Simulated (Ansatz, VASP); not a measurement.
# One calculation of TiAl3, two programs

INCAR

```
PREC = Accurate
ENCUT = 520
EDIFF = 1E-6
ISMEAR = 0
SIGMA = 0.15
LREAL = False
LASPH = True
NELM = 60
ALGO = Fast
ISIF = 2
LWAVE = False
LCHARG = False
GGA = PS
NBANDS = 18
```

File KPOINTS:

```
regular mesh
0
Gamma
  14 14 14
```

The input POSCAR:

```
TiAl3
1.0
   -1.9297940809      1.9297940809      4.1769229202
    1.9297940809     -1.9297940809      4.1769229202
    1.9297940809      1.9297940809     -4.1769229202
Ti Al
1 3
Direct
    0.0000000000      0.0000000000      0.0000000000
    0.5000000000      0.5000000000      0.0000000000
    0.7500000000      0.2302628566      0.4802628566
    0.2500000000      0.7697371434      0.5197371434
```

Input for Ansatz:

```yaml
crystal:
  lattice:
    - [-1.9297940809, 1.9297940809, 4.1769229202]
    - [1.9297940809, -1.9297940809, 4.1769229202]
    - [1.9297940809, 1.9297940809, -4.1769229202]
  atoms:
    - { symbol: Ti, position: [0.0, 0.0, 0.0] }
    - { symbol: Al, position: [0.5, 0.5, 0.0] }
    - { symbol: Al, position: [0.75, 0.2302628566, 0.4802628566] }
    - { symbol: Al, position: [0.25, 0.7697371434, 0.5197371434] }
basis:
  ecutwfc: 520.0
kpoints:
  mp_grid: { grid: [14, 14, 14] }
hamiltonian:
  xc: pbesol
  pseudopotentials: { kind: paw, azcp: { folder: soft_1 } }
scf:
  occupations: { method: gaussian, width: 0.15 }
output:
  forces: true
  stress: true
  eigenvalues: true
```

Change from the starting cell: mode 9 frozen in at -0.075 Å, strain +e along z and -e/2 along x and y -0.0233.

Alike in both runs: task single point; functional PBEsol; k mesh 14 × 14 × 14; occupations gaussian, width 0.15 eV; no spin polarisation.

```csv
,VASP,Ansatz
version,VASP 6.6.1,Ansatz 0.2.0
potentials or method,"VASP PAW PBE potentials, release 64 (Ti_sv, Al), cutoff 520 eV","scalar-relativistic, plane waves, PAW"
valence electrons in the cell,21,21
```

|  | VASP | Ansatz | Ansatz less VASP |
| --- | --- | --- | --- |
| gap on the k mesh at the Fermi level (eV) | none | none | - |
| pressure (GPa) | 0.6 | 0.5 | -0.15 |
| traceless stress, the component that is largest in VASP (GPa) | 3.79 | 3.81 | +0.018 |
| rms of the force components (eV/Å) | 0.335 | 0.333 | -0.0021 |

VASP's potentials were made for PBE, not for PBEsol, and Ansatz warns of the same on its side. Atom by atom the forces differ by 0.002 eV/Å (rms over components). A gap of «none» marks a metal or a gap that the smearing closes.
